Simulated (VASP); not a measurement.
# TiO2 (I4_1/amd) in VASP: notebook

The runs below take TiO2 through single point, with r2SCAN.

Everything below comes from runs of VASP 6.6.1. Logs are shortened: lines on timing, memory, paths and dates and some standing lists are left out, and cuts for length are marked.

## Step 1: The cell of the first run

Symmetry: I4_1/amd, No. 141, tetragonal system. The conventional cell has a = 3.745 Å, b = 3.745 Å, c = 9.168 Å, α = 90.00°, β = 90.00°, γ = 90.00°. Within 2.5 Å of Ti (site symmetry -4m2) lie 6 O at 1.90 to 1.95 Å. O (site symmetry 2mm) has 3 Ti at 1.90 to 1.95 Å and 2 O at 2.47 Å within 2.5 Å.

## Step 2: Single point, r2SCAN (10.71 Å³/atom)

The input, POSCAR:

```
TiO2
1.0
   -1.8724639351      1.8724639351      4.5839576508
    1.8724639351     -1.8724639351      4.5839576508
    1.8724639351      1.8724639351     -4.5839576508
Ti O
2 4
Direct
    0.0000000000      0.0000000000      0.0000000000
    0.7500000000      0.2500000000      0.5000000000
    0.2129951356      0.2129951356      0.0000000000
    0.9629951356      0.4629951356      0.5000000000
    0.5370048644      0.0370048644      0.5000000000
    0.7870048644      0.7870048644      0.0000000000
```

The input, INCAR.step1:

```
SYSTEM = TiO2
PREC = Accurate ; ENCUT = 520
ISMEAR = 0 ; SIGMA = 0.02
LREAL = .False. ; LASPH = .True.
NELM = 60 ; NBANDS = 33
GGA = PE ; ALGO = Normal
EDIFF = 1E-4 ; LWAVE = .True.
LCHARG = .False.
```

The input, INCAR.step2:

```
SYSTEM = TiO2
PREC = Accurate ; ENCUT = 520
EDIFF = 1E-7 ; ISMEAR = 0
SIGMA = 0.02 ; LREAL = .False.
LASPH = .True. ; NELM = 60
ALGO = Normal ; ISIF = 2
LWAVE = .False. ; LCHARG = .False.
METAGGA = R2SCAN ; LMIXTAU = .True.
NBANDS = 33 ; ISTART = 1
```

The input, KPOINTS:

```
regular mesh
0
Gamma
  8 8 8
  0 0 0
```

Potentials or basis: VASP PAW PBE potentials, release 64 (Ti_sv, O).

Launch:

```sh
$ cat potpaw_PBE.64/Ti_sv/POTCAR potpaw_PBE.64/O/POTCAR > POTCAR
$ cp INCAR.step1 INCAR
$ mpirun -np 1 vasp_std > vasp.out
$ cp INCAR.step2 INCAR
$ mpirun -np 1 vasp_std > vasp.out
```

OUTCAR:

```text
SYSTEM = TiO2
   PREC = Accurate
   ENCUT = 520
   EDIFF = 1E-7
   ISMEAR = 0
   LREAL = .False.
   LASPH = .True.
   NELM = 60
   ISIF = 2
   METAGGA = R2SCAN
   ISTART = 1

 ion  position               nearest neighbor table
   1  0.000  0.000  0.000-   5 1.90   4 1.90   5 1.90   4 1.90   3 1.95   6 1.95
   2  0.750  0.250  0.500-   6 1.90   3 1.90   6 1.90   3 1.90   4 1.95   5 1.95
   3  0.213  0.213  0.000-   2 1.90   2 1.90   1 1.95
   4  0.963  0.463  0.500-   1 1.90   1 1.90   2 1.95
   5  0.537  0.037  0.500-   1 1.90   1 1.90   2 1.95
   6  0.787  0.787  0.000-   2 1.90   2 1.90   1 1.95

  LATTYP: Found a body centered tetragonal cell.
 ALAT       =     3.7449278702
 C/A-ratio  =     2.4480886200

  Lattice vectors:

 A1 = (  -1.8724639351,   1.8724639351,   4.5839576508)
 A2 = (   1.8724639351,  -1.8724639351,   4.5839576508)
 A3 = (   1.8724639351,   1.8724639351,  -4.5839576508)

Analysis of symmetry for initial positions (statically):
=====================================================================
 Subroutine PRICEL returns:
 Original cell was already a primitive cell.

 Routine SETGRP: Setting up the symmetry group for a
 body centered tetragonal supercell.

 Subroutine GETGRP returns: Found 16 space group operations
 (whereof  8 operations were pure point group operations)
 out of a pool of 16 trial point group operations.

The static configuration has the point symmetry D_2d.
 The point group associated with its full space group is D_4h.

Analysis of symmetry for dynamics (positions and initial velocities):
=====================================================================
 Subroutine PRICEL returns:
 Original cell was already a primitive cell.

 Routine SETGRP: Setting up the symmetry group for a
 body centered tetragonal supercell.

 Subroutine GETGRP returns: Found 16 space group operations
 (whereof  8 operations were pure point group operations)
 out of a pool of 16 trial point group operations.

The dynamic configuration has the point symmetry D_2d.
 The point group associated with its full space group is D_4h.

 Subroutine INISYM returns: Found 16 space group operations
 (whereof  8 operations are pure point group operations),
 and found     1 'primitive' translations

----------------------------------------------------------------------------------------

                                     Primitive cell

  volume of cell :      64.2876

  direct lattice vectors                    reciprocal lattice vectors
    -1.872463935  1.872463935  4.583957651     0.000000000  0.267027840  0.109076051
     1.872463935 -1.872463935  4.583957651     0.267027840  0.000000000  0.109076051
     1.872463935  1.872463935 -4.583957651     0.267027840  0.267027840  0.000000000

  length of vectors
     5.293855884  5.293855884  5.293855884     0.288446619  0.288446619  0.377634393

  position of ions in fractional coordinates (direct lattice)
     0.000000000  0.000000000  0.000000000
     0.750000000  0.250000000  0.500000000
     0.212995136  0.212995136  0.000000000
     0.962995136  0.462995136  0.500000000
     0.537004864  0.037004864  0.500000000
     0.787004864  0.787004864  0.000000000

  ion indices of the primitive-cell ions
   primitive index   ion index
                 1           1
                 2           2
                 3           3
                 4           4
                 5           5
                 6           6

----------------------------------------------------------------------------------------

 KPOINTS: regular mesh

Automatic generation of k-mesh.
 Grid dimensions read from file:
 generate k-points for:    8    8    8

 Generating k-lattice:

  Cartesian coordinates                     Fractional coordinates (reciprocal lattice)
     0.000000000  0.033378480  0.013634506     0.125000000  0.000000000  0.000000000
     0.033378480  0.000000000  0.013634506     0.000000000  0.125000000  0.000000000
     0.033378480  0.033378480  0.000000000     0.000000000  0.000000000  0.125000000

  Length of vectors
     0.036055827  0.036055827  0.047204299

  Shift w.r.t. Gamma in fractional coordinates (k-lattice)
     0.000000000  0.000000000  0.000000000

 Subroutine IBZKPT returns following result:
 ===========================================

 Found     59 irreducible k-points:

 Following reciprocal coordinates:
            Coordinates               Weight
  0.000000  0.000000  0.000000      1.000000
  0.125000  0.000000 -0.000000      8.000000
  0.250000  0.000000 -0.000000      8.000000
  0.375000  0.000000 -0.000000      8.000000
  0.500000  0.000000 -0.000000      4.000000
  0.125000  0.125000 -0.000000      8.000000
[... 16 lines left out ...]
  0.250000  0.125000  0.125000     16.000000
  0.375000  0.125000  0.125000      8.000000
 [... further k-points ...]
   k-points           NKPTS =     59   k-points in BZ     NKDIM =     59   number of bands    NBANDS=     33
[... 53 lines left out ...]
   NGX = 19   NGY = 19   NGZ = 19

 number of electron      47.9999996 magnetization

 Free energy of the ion-electron system (eV)
  ---------------------------------------------------
  ext. energy  EPLUGINS =         0.00000000
  ---------------------------------------------------
  free energy    TOTEN  =       -69.66945831 eV

  energy without entropy =      -69.66945831  energy(sigma->0) =      -69.66945831

 E-fermi :   3.8625     XC(G=0): -11.8147

 val. band max:        3.6527863593   @ k =   0.5000   0.5000  -0.0000
 cond. band min:       6.1478514911   @ k =   0.0000   0.0000   0.0000
 fundamental gap:      2.4950651318
 Fermi energy:         3.8624945458

 k-point     1 :       0.0000    0.0000    0.0000
  band No.  band energies     occupation
      1     -54.8125      2.00000
      2     -54.7271      2.00000
      3     -30.3185      2.00000
      4     -30.0220      2.00000
      5     -30.0220      2.00000
      6     -29.9253      2.00000
[... 25 lines left out ...]
     32       9.5236      0.00000
     33       9.7936      0.00000

 k-point     2 :       0.1250    0.0000   -0.0000
  band No.  band energies     occupation
      1     -54.8096      2.00000
      2     -54.7291      2.00000
      3     -30.3146      2.00000
      4     -30.0498      2.00000
      5     -30.0240      2.00000
      6     -29.9355      2.00000
[... 25 lines left out ...]
     32       9.7380      0.00000
     33      10.0950      0.00000

 k-point     3 :       0.2500    0.0000   -0.0000
  band No.  band energies     occupation
      1     -54.8021      2.00000
      2     -54.7346      2.00000
      3     -30.3061      2.00000
      4     -30.1124      2.00000
      5     -30.0283      2.00000
      6     -29.9555      2.00000
[... 25 lines left out ...]
     32      10.0349      0.00000
     33      10.7120      0.00000

 k-point     4 :       0.3750    0.0000   -0.0000
  band No.  band energies     occupation
      1     -54.7929      2.00000
      2     -54.7417      2.00000
      3     -30.2985      2.00000
      4     -30.1737      2.00000
      5     -30.0321      2.00000
      6     -29.9666      2.00000
[... 25 lines left out ...]
     32      10.2241      0.00000
     33      11.0593      0.00000

 k-point     5 :       0.5000    0.0000   -0.0000
  band No.  band energies     occupation
      1     -54.7882      2.00000
      2     -54.7455      2.00000
      3     -30.2946      2.00000
      4     -30.2005      2.00000
      5     -30.0335      2.00000
      6     -29.9677      2.00000
[... 604 lines left out ...]
 k-point    22 :       0.1250    0.1250    0.1250
  band No.  band energies     occupation
      1     -54.7947      2.00000
      2     -54.7390      2.00000
      3     -30.3091      2.00000
      4     -30.1526      2.00000
      5     -30.0681      2.00000
      6     -29.9956      2.00000
[... 25 lines left out ...]
     32      11.0664      0.00000
     33      11.3916      0.00000

 k-point    23 :       0.2500    0.1250    0.1250
  band No.  band energies     occupation
      1     -54.7855      2.00000
      2     -54.7461      2.00000
      3     -30.3015      2.00000
      4     -30.2035      2.00000
      5     -30.0789      2.00000
      6     -30.0182      2.00000
[... 25 lines left out ...]
     32      11.1398      0.00000
     33      11.6758      0.00000

 k-point    24 :       0.3750    0.1250    0.1250
  band No.  band energies     occupation
      1     -54.7804      2.00000
      2     -54.7503      2.00000
      3     -30.2969      2.00000
      4     -30.2280      2.00000
      5     -30.0814      2.00000
      6     -30.0260      2.00000
[... 25 lines left out ...]
     32      11.1201      0.00000
     33      11.7949      0.00000

 [... further k-points ...]

------------------------ aborting loop because EDIFF is reached ----------------------------------------

  FORCE on cell =-STRESS in cart. coord.  units (eV):
  Direction    XX          YY          ZZ          XY          YZ          ZX
  --------------------------------------------------------------------------------------
  -------------------------------------------------------------------------------------
  Total        5.6685384      5.6685384      5.5570085      0.0000000      0.0000000      0.0000000
  in kB      141.2713731    141.2713731    138.4918238      0.0000000      0.0000000      0.0000000
  external PRESSURE =     140.3448566 kB  Pullay stress =       0.0000000 kB

 VOLUME and BASIS-vectors are now :
 -----------------------------------------------------------------------------
  energy-cutoff  :      520.00
  volume of cell :       64.29
      direct lattice vectors                 reciprocal lattice vectors
    -1.872463935  1.872463935  4.583957651     0.000000000  0.267027840  0.109076051
     1.872463935 -1.872463935  4.583957651     0.267027840  0.000000000  0.109076051
     1.872463935  1.872463935 -4.583957651     0.267027840  0.267027840  0.000000000

 POSITION                                       TOTAL-FORCE (eV/Angst)
 -----------------------------------------------------------------------------------
      0.00000      0.00000      0.00000        -0.000000     -0.000000     -0.000000
     -0.00000      1.87246      2.29198        -0.000000     -0.000000      0.000000
      0.00000      0.00000      1.95272        -0.000000     -0.000000      0.040374
      0.00000      1.87246      4.24470         0.000000      0.000000      0.040374
      0.00000      1.87246      0.33926         0.000000      0.000000     -0.040374
      0.00000      0.00000      7.21519         0.000000      0.000000     -0.040374
 -----------------------------------------------------------------------------------
    total drift:                                0.000000      0.000000     -0.000000

  FREE ENERGIE OF THE ION-ELECTRON SYSTEM (eV)
  ---------------------------------------------------
  free  energy   TOTEN  =       -69.6694583082 eV

  energy  without entropy=      -69.6694583082  energy(sigma->0) =      -69.66945831
```

It took 6.1 min on 1 thread of Intel Xeon 6975P-C (Granite Rapids), shared host; peak memory 0.31 GiB.

What came out:

- Free energy: -69.6695 eV
- Pressure: 14.0 GPa
- Largest force: 0.040 eV/Å
- Band gap on the k mesh: 2.50 eV (least direct gap 2.96 eV)

Forces on the atoms (eV/Å):
```
Ti   0.000  0.000  0.000
Ti   0.000  0.000  0.000
O    0.000  0.000  0.040
O    0.000  0.000  0.040
O    0.000  0.000 -0.040
O    0.000  0.000 -0.040
```

Caveat: the cell stands under pressure; the PAW data sets were made with another functional, which shifts forces and pressure a little.

## Step 3: Single point, r2SCAN (11.06 Å³/atom)

This run uses another cell than the first one, of 11.06 Å³/atom.

The input, POSCAR:

```
TiO2
1.0
   -1.8800984029      1.8800984029      4.6919161232
    1.8800984029     -1.8800984029      4.6919161232
    1.8800984029      1.8800984029     -4.6919161232
Ti O
2 4
Direct
    0.0000000000      0.0000000000      0.0000000000
    0.7500000000      0.2500000000      0.5000000000
    0.2098898594      0.2098898594      0.0000000000
    0.9598898594      0.4598898594      0.5000000000
    0.5401101406      0.0401101406      0.5000000000
    0.7901101406      0.7901101406      0.0000000000
```

The input, INCAR.step1:

```
PREC = Accurate
ENCUT = 520
ISMEAR = 0
SIGMA = 0.02
LREAL = F
LASPH = T
NELM = 80
NBANDS = 33
GGA = PE
ALGO = Normal
EDIFF = 1E-4
LWAVE = T
LCHARG = F
```

The input, INCAR.step2:

```
PREC = Accurate
ENCUT = 520
EDIFF = 1E-7
ISMEAR = 0
SIGMA = 0.02
LREAL = F
LASPH = T
NELM = 80
ALGO = Normal
ISIF = 2
LWAVE = F
LCHARG = T
METAGGA = R2SCAN
LMIXTAU = T
LELF = T
LVHAR = T
NBANDS = 33
ISTART = 1
```

The input, KPOINTS:

```
Automatic mesh
0
Gamma
  8 8 8
```

Potentials or basis: VASP PAW PBE potentials, release 64 (Ti_sv, O).

Launch:

```sh
$ cat potpaw_PBE.64/Ti_sv/POTCAR potpaw_PBE.64/O/POTCAR > POTCAR
$ cp INCAR.step1 INCAR
$ mpirun -np 1 vasp_std > vasp.out
$ cp INCAR.step2 INCAR
$ mpirun -np 1 vasp_std > vasp.out
```

Run time: 6.1 min. Hardware: 1 thread of Intel Xeon 6975P-C (Granite Rapids), shared host; peak memory 0.31 GiB.

The run converged. Its results:

```
Free energy            : -69.8038 eV
Pressure               : 7.3 GPa
Largest force          : 0.030 eV/Å
Band gap on the k mesh : 2.56 eV (least direct gap 2.93 eV)
```

Forces on the atoms (eV/Å):
```
Ti   0.000  0.000  0.000
Ti   0.000  0.000  0.000
O    0.000  0.000  0.030
O    0.000  0.000  0.030
O    0.000  0.000 -0.030
O    0.000  0.000 -0.030
```

Stress tensor (GPa, compression positive):
```
7.38 0.00 0.00
0.00 7.38 0.00
0.00 0.00 7.18
```

Levels at points of the mesh, in eV from the valence-band top:
| k point | band 22 | band 23 | band 24 | band 25 | band 26 | band 27 |
| --- | --- | --- | --- | --- | --- | --- |
| (0.00, 0.00, 0.00) | -0.76 | -0.53 | -0.53 | 2.56 | 3.36 | 4.45 |
| (0.50, 0.00, 0.00) | -1.04 | -0.88 | -0.67 | 3.75 | 4.03 | 4.08 |
| (0.50, 0.50, 0.00) | -2.19 | 0.00 | 0.00 | 3.91 | 3.91 | 4.38 |
| (0.50, 0.50, 0.50) | -1.33 | -0.15 | -0.15 | 2.95 | 2.95 | 4.31 |

Caveat: the cell stands under pressure; the PAW data sets were made with another functional, which shifts forces and pressure a little.

## Step 4: Single point, r2SCAN

This run uses another cell than the first one, of 11.35 Å³/atom.

The input, POSCAR:

```
TiO2
1.0
   -1.8921000000      1.8921000000      4.7573000000
    1.8921000000     -1.8921000000      4.7573000000
    1.8921000000      1.8921000000     -4.7573000000
Ti O
2 4
Direct
    0.0000000000      0.0000000000      0.0000000000
    0.7500000000      0.2500000000      0.5000000000
    0.2081000000      0.2081000000      0.0000000000
    0.9581000000      0.4581000000      0.5000000000
    0.5419000000      0.0419000000      0.5000000000
    0.7919000000      0.7919000000      0.0000000000
```

The input, INCAR.step1:

```
SYSTEM = TiO2
PREC     = Accurate       ! precision mode
ENCUT    = 520            ! plane-wave cutoff, eV
ISMEAR   = 0              ! smearing method
SIGMA    = 0.02           ! smearing width, eV
LREAL    = .False.        ! projectors in reciprocal space
LASPH    = .True.         ! aspherical terms in the spheres
NELM     = 80             ! most SCF steps
NBANDS   = 33             ! bands
GGA      = PE             ! functional
ALGO     = Normal         ! electronic algorithm
EDIFF    = 1E-4           ! SCF threshold, eV
LWAVE    = .True.         ! write WAVECAR
LCHARG   = .False.        ! write CHGCAR
```

The input, INCAR.step2:

```
SYSTEM = TiO2
PREC     = Accurate       ! precision mode
ENCUT    = 520            ! plane-wave cutoff, eV
EDIFF    = 1E-7           ! SCF threshold, eV
ISMEAR   = 0              ! smearing method
SIGMA    = 0.02           ! smearing width, eV
LREAL    = .False.        ! projectors in reciprocal space
LASPH    = .True.         ! aspherical terms in the spheres
NELM     = 80             ! most SCF steps
ALGO     = Normal         ! electronic algorithm
ISIF     = 2              ! what is computed and relaxed
LWAVE    = .False.        ! write WAVECAR
LCHARG   = .True.         ! write CHGCAR
METAGGA  = R2SCAN         ! meta-GGA
LMIXTAU  = .True.       
LELF     = .True.         ! ELF
LVHAR    = .True.       
NBANDS   = 33             ! bands
ISTART   = 1
```

The input, KPOINTS:

```
Automatic mesh
0
Gamma
  8 8 8
  0 0 0
```

Launch:

```sh
$ cat potpaw_PBE.64/Ti_sv/POTCAR potpaw_PBE.64/O/POTCAR > POTCAR
$ cp INCAR.step1 INCAR
$ mpirun -np 1 vasp_std > vasp.out
$ cp INCAR.step2 INCAR
$ mpirun -np 1 vasp_std > vasp.out
```

It took 8.3 min on 1 thread of Intel Xeon 6975P-C (Granite Rapids), shared host; peak memory 0.34 GiB.

It converged, with:

```yaml
Free_energy: -69.8556 eV
Pressure: 1.8 GPa
Largest_force: 0.038 eV/Å
Band_gap_on_the_k_mesh: 2.57 eV (least direct gap 2.89 eV)
```

Forces on the atoms (eV/Å):
```
Ti   0.000  0.000  0.000
Ti   0.000  0.000  0.000
O    0.000  0.000  0.038
O    0.000  0.000  0.038
O    0.000  0.000 -0.038
O    0.000  0.000 -0.038
```

Stress tensor (GPa, compression positive):
```
1.50 0.00 0.00
0.00 1.50 0.00
0.00 0.00 2.25
```

Levels at points of the mesh, in eV from the valence-band top:
```
           k point  band 22  band 23  band 24  band 25  band 26  band 27
(0.00, 0.00, 0.00)    -0.75    -0.45    -0.45     2.57     3.31     4.45
(0.50, 0.00, 0.00)    -0.94    -0.84    -0.64     3.70     4.00     4.01
(0.50, 0.50, 0.00)    -2.07     0.00     0.00     3.80     3.80     4.26
(0.50, 0.50, 0.50)    -1.27    -0.10    -0.10     2.93     2.93     4.25
```

Caveat: the PAW data sets were made with another functional, which shifts forces and pressure a little.

## Step 5: The runs side by side

| cell | gap on the mesh (eV) | pressure (GPa) | largest force (eV/Å) |
| --- | --- | --- | --- |
| a = 5.294 Å, angles 138.6, 138.6, 60.0°, 6 atoms, atomic positions A | 2.50 | 14.0 | 0.04 |
| a = 5.393 Å, angles 139.2, 139.2, 59.1°, 6 atoms, atomic positions B | 2.56 | 7.3 | 0.03 |
| a = 5.458 Å, angles 139.4, 139.4, 58.7°, 6 atoms, atomic positions C | 2.57 | 1.8 | 0.04 |

Alike in all rows: task single point; level r2SCAN; potentials or basis VASP PAW PBE potentials, release 64 (Ti_sv, O); no spin polarisation; k mesh 8 × 8 × 8; cutoff (eV) 520; smearing gaussian 0.02 eV.

Caveats: the PAW data sets were made with another functional, which shifts forces and pressure a little; the cell stands under pressure (at least some runs).

Total energies depend on the potentials used, so only differences within one code and one set of settings carry meaning.
